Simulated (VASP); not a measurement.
# Al3Cu2 (P1) in VASP: single point with PBEsol

Aim: the single point of Al3Cu2 with PBEsol.

All numbers are computed with VASP 6.6.1; they aren't measurements. Logs are shortened: lines on timing, memory, paths and dates and some standing lists are left out, and cuts for length are marked.

### 1 The cell of the first run

The typed cell holds 5 atoms: a = 4.099 Å, b = 4.099 Å, c = 4.982 Å, α = 90.00°, β = 90.00°, γ = 120.00°.

### 2 Single point, PBEsol (atom 1 (Al) moved -0.200 Å along Cartesian [1 1 0])

INCAR reads:

```
  ALGO = Fast
  EDIFF = 1E-6
  ENCUT = 520
  GGA = PS
  ISIF = 2
  ISMEAR = 0
  LASPH = True
  LCHARG = False
  LREAL = False
  LWAVE = False
  NBANDS = 24
  NELM = 60
  PREC = Accurate
  SIGMA = 0.15
```

KPOINTS reads:

```
k-points
0
Gamma
  12 12 10
```

POSCAR reads:

```
Al3Cu2
1.0
    4.0985856014      0.0000000000      0.0000000000
   -2.0492928007      3.5494792504      0.0000000000
    0.0000000000      0.0000000000      4.9821008425
Al Cu
3 2
Direct
   -0.0544263402     -0.0398428463      0.0000000000
    0.3333333333      0.6666666667      0.3515059809
    0.6666666667      0.3333333333      0.6484940191
    0.3333333333      0.6666666667      0.8422899817
    0.6666666667      0.3333333333      0.1577100183
```

Potentials or basis: VASP PAW PBE potentials, release 64 (Al, Cu).

Command:

```console
$ cat potpaw_PBE.64/Al/POTCAR potpaw_PBE.64/Cu/POTCAR > POTCAR
$ mpirun -np 1 vasp_std > vasp.out
```

OUTCAR:

```text
EDIFF = 1E-6
   ENCUT = 520
   GGA = PS
   ISIF = 2
   ISMEAR = 0
   LASPH = True
   LREAL = False
   NELM = 60
   PREC = Accurate

 ion  position               nearest neighbor table
   1  0.946  0.960  0.000-   4 2.31   5 2.36   5 2.45   4 2.55   4 2.63   5 2.68   2 2.79   3 2.83
                             3 2.91   2 2.99   2 3.06   3 3.10
   2  0.333  0.667  0.352-   4 2.45   4 2.54   5 2.56   5 2.56   5 2.56   3 2.79   3 2.79   3 2.79
                             1 2.79   1 2.99   1 3.06
   3  0.667  0.333  0.648-   5 2.45   5 2.54   4 2.56   4 2.56   4 2.56   2 2.79   2 2.79   2 2.79
                             1 2.83   1 2.91   1 3.10
   4  0.333  0.667  0.842-   1 2.31   2 2.45   2 2.54   1 2.55   3 2.56   3 2.56   3 2.56   1 2.63

   5  0.667  0.333  0.158-   1 2.36   3 2.45   1 2.45   3 2.54   2 2.56   2 2.56   2 2.56   1 2.68

  LATTYP: Found a hexagonal cell.
 ALAT       =     4.0985856014
 C/A-ratio  =     1.2155658871

  Lattice vectors:

 A1 = (   4.0985856014,   0.0000000000,   0.0000000000)
 A2 = (  -2.0492928007,   3.5494792504,   0.0000000000)
 A3 = (   0.0000000000,   0.0000000000,   4.9821008425)

Analysis of symmetry for initial positions (statically):
=====================================================================
 Subroutine PRICEL returns:
 Original cell was already a primitive cell.

 Routine SETGRP: Setting up the symmetry group for a
 hexagonal supercell.

 Subroutine GETGRP returns: Found  1 space group operations
 (whereof  1 operations were pure point group operations)
 out of a pool of 24 trial point group operations.

The static configuration has the point symmetry C_1 .

Analysis of symmetry for dynamics (positions and initial velocities):
=====================================================================
 Subroutine PRICEL returns:
 Original cell was already a primitive cell.

 Routine SETGRP: Setting up the symmetry group for a
 hexagonal supercell.

 Subroutine GETGRP returns: Found  1 space group operations
 (whereof  1 operations were pure point group operations)
 out of a pool of 24 trial point group operations.

The dynamic configuration has the point symmetry C_1 .

 Subroutine INISYM returns: Found  1 space group operations
 (whereof  1 operations are pure point group operations),
 and found     1 'primitive' translations

----------------------------------------------------------------------------------------
[... 100 lines left out ...]
   LREAL  =      F    real-space projection
   EDIFFG = 0.1E-04   stopping-criterion for IOM
   NSW    =      0    number of steps for IOM
   IBRION =     -1    ionic relax: 0-MD 1-quasi-New 2-CG
   NFREE  =      0    steps in history (QN), initial steepest desc. (CG)
   ISIF   =      2    stress and relaxation
   ISYM   =      2    0-nonsym 1-usesym 2-fastsym
   POTIM  = 0.5000    time-step for ionic-motion
   TEBEG  =    0.0;   TEEND  =   0.0 temperature during run
   PSTRESS=    0.0 pullay stress
   NELECT =      31.0000    total number of electrons
   NUPDOWN=      -1.0000    fix difference up-down
   EMIN   =  10.00;   EMAX   =-10.00  energy-range for DOS
   EFERMI =   0.00;   METHOD = LEGACY
   ISMEAR =     0;   SIGMA  =   0.15  broadening in eV -4-tet -1-fermi 0-gaus
   EFERMI_NEDOS =   21; number of points for ismear=-14 and -15
   IALGO  =     68    algorithm
   IMIX   =      4    mixing-type and parameters
     AMIX     =   0.40;   BMIX     =  1.00
     AMIX_MAG =   1.60;   BMIX_MAG =  1.00
  volume/ion in A,a.u.               =      14.50        97.82
  Fermi-wavevector in a.u.,A,eV,Ry     =   1.233460  2.330901 20.700218  1.521423
  Thomas-Fermi vector in A             =   2.368189
   LORBIT       =      0    0 simple, 1 ext, 2 COOP (PROOUT), +10 PAW based schemes
   GGA     = PS    functional components
   LHFCALC =     F    Hartree Fock is set to
   AEXX    =    0.0000 exact exchange contribution
   IVDW    =     0    specifies the selected vdW correction
   LEPSILON=     F    determine dielectric tensor
   LRPA    =     F    only Hartree local field effects (RPA)
 non-spin polarized calculation
 RMM-DIIS sequential band-by-band and
 Gauss-broadening in eV      SIGMA  =   0.15
  energy-cutoff  :      520.00
  volume of cell :       72.48
 maximum number of plane-waves:      1986
   NGX = 15   NGY = 15   NGZ = 19

 number of electron      30.9999980 magnetization

 Free energy of the ion-electron system (eV)
  ---------------------------------------------------
  ext. energy  EPLUGINS =         0.00000000
  ---------------------------------------------------
  free energy    TOTEN  =       -21.54004439 eV

  energy without entropy =      -21.52531241  energy(sigma->0) =      -21.53267840

 E-fermi :   8.2784     XC(G=0): -11.0612

 val. band max:        8.2778698254   @ k =  -0.0833   0.1667   0.4000
 cond. band min:       8.2791537023   @ k =   0.5000   0.1667  -0.1000
 fundamental gap:      0.0012838769
 Fermi energy:         8.2784425850

 k-point     1 :       0.0000    0.0000    0.0000
  band No.  band energies     occupation
      1      -2.9787      2.00000
      2       1.8402      2.00000
      3       2.3448      2.00000
      4       2.9025      2.00000
      5       2.9410      2.00000
      6       3.2686      2.00000
[... 637 lines left out ...]
     23      14.1111      0.00000
     24      14.5227      0.00000

 [... further k-points ...]

------------------------ aborting loop because EDIFF is reached ----------------------------------------

  FORCE on cell =-STRESS in cart. coord.  units (eV):
  Direction    XX          YY          ZZ          XY          YZ          ZX
  --------------------------------------------------------------------------------------
  -------------------------------------------------------------------------------------
  Total        0.7064385      0.6828115      0.4913322      0.2933746      0.0017099      0.2889009
  in kB       15.6161430     15.0938572     10.8611208      6.4851779      0.0377972      6.3862858
  external PRESSURE =      13.8570403 kB  Pullay stress =       0.0000000 kB

 VOLUME and BASIS-vectors are now :
 -----------------------------------------------------------------------------
  energy-cutoff  :      520.00
  volume of cell :       72.48
      direct lattice vectors                 reciprocal lattice vectors
     4.098585601  0.000000000  0.000000000     0.243986608  0.140865734  0.000000000
    -2.049292801  3.549479250  0.000000000     0.000000000  0.281731468  0.000000000
     0.000000000  0.000000000  4.982100843     0.000000000  0.000000000  0.200718539

 POSITION                                       TOTAL-FORCE (eV/Angst)
 -----------------------------------------------------------------------------------
      1.90787      3.40806      0.00000         1.319364      1.317874      0.021915
     -0.00000      2.36632      1.75124        -0.166277     -0.129155      0.047284
      2.04929      1.18316      3.23086        -0.091771     -0.128753     -0.038034
     -0.00000      2.36632      4.19637        -0.744128     -0.531284     -0.125083
      2.04929      1.18316      0.78573        -0.317188     -0.528682      0.093918
 -----------------------------------------------------------------------------------
    total drift:                               -0.000352     -0.000374     -0.000084

  FREE ENERGIE OF THE ION-ELECTRON SYSTEM (eV)
  ---------------------------------------------------
  free  energy   TOTEN  =       -21.5400443940 eV

  energy  without entropy=      -21.5253124121  energy(sigma->0) =      -21.53267840
```

OSZICAR:

```text
N       E                     dE             d eps       ncg     rms          rms(c)
DAV:   1     0.173378467032E+03    0.17338E+03   -0.12236E+04 34840   0.148E+03
DAV:   2    -0.156644497667E+02   -0.18904E+03   -0.17590E+03 34872   0.286E+02
DAV:   3    -0.261448005662E+02   -0.10480E+02   -0.99384E+01 45912   0.904E+01
DAV:   4    -0.264440834938E+02   -0.29928E+00   -0.29892E+00 48104   0.129E+01
[... 10 lines left out ...]
RMM:  15    -0.215400752440E+02   -0.12645E-04   -0.11061E-04 45518   0.716E-02    0.722E-02
RMM:  16    -0.215400463137E+02    0.28930E-04   -0.64448E-05 41067   0.984E-02    0.408E-02
RMM:  17    -0.215400440431E+02    0.22706E-05   -0.28656E-05 43636   0.548E-02    0.287E-02
RMM:  18    -0.215400443298E+02   -0.28672E-06   -0.10144E-05 41340   0.295E-02    0.290E-02
RMM:  19    -0.215400443940E+02   -0.64201E-07   -0.24644E-06 30094   0.113E-02
   1 F= -.21540044E+02 E0= -.21532678E+02  d E =-.147320E-01
```

stdout:

```text
POSCAR found type information on POSCAR AlCu
 POSCAR found :  2 types and       5 ions
 scaLAPACK will be used
 -----------------------------------------------------------------------------
|                                                                             |
|                                                                             |
|     You enforced a specific xc type in the INCAR file but a different       |
|     I HOPE YOU KNOW WHAT YOU ARE DOING!                                     |
|                                                                             |
 -----------------------------------------------------------------------------

 LDA part: xc-table for (Slater+PW92), standard interpolation
 POSCAR, INCAR and KPOINTS ok, starting setup
 FFT: planning ... GRIDC
 FFT: planning ... GRID_SOFT
 FFT: planning ... GRID
 WAVECAR not read
 entering main loop
WARNING in EDDRMM: call to ZHEGV failed, returncode =   8  4     24
```

Wall time 12 min (1 thread of Intel Xeon 6975P-C (Granite Rapids), shared host); peak memory 1 GiB.

What came out:

```
Free energy            : -21.5400 eV
Pressure               : 1.4 GPa
Largest force          : 1.865 eV/Å
Band gap on the k mesh : zero (an odd number of electrons rules out a gap without spin polarisation)
```

Forces in eV/Å, atoms in the order of the input:
```
Al   1.319  1.318  0.022
Al  -0.166 -0.129  0.047
Al  -0.092 -0.129 -0.038
Cu  -0.744 -0.531 -0.125
Cu  -0.317 -0.529  0.094
```

Caveat: the cell differs from its parent crystal (atom 1 (Al) moved -0.200 Å along Cartesian [1 1 0]); the PAW data sets were made with another functional, which shifts forces and pressure a little.
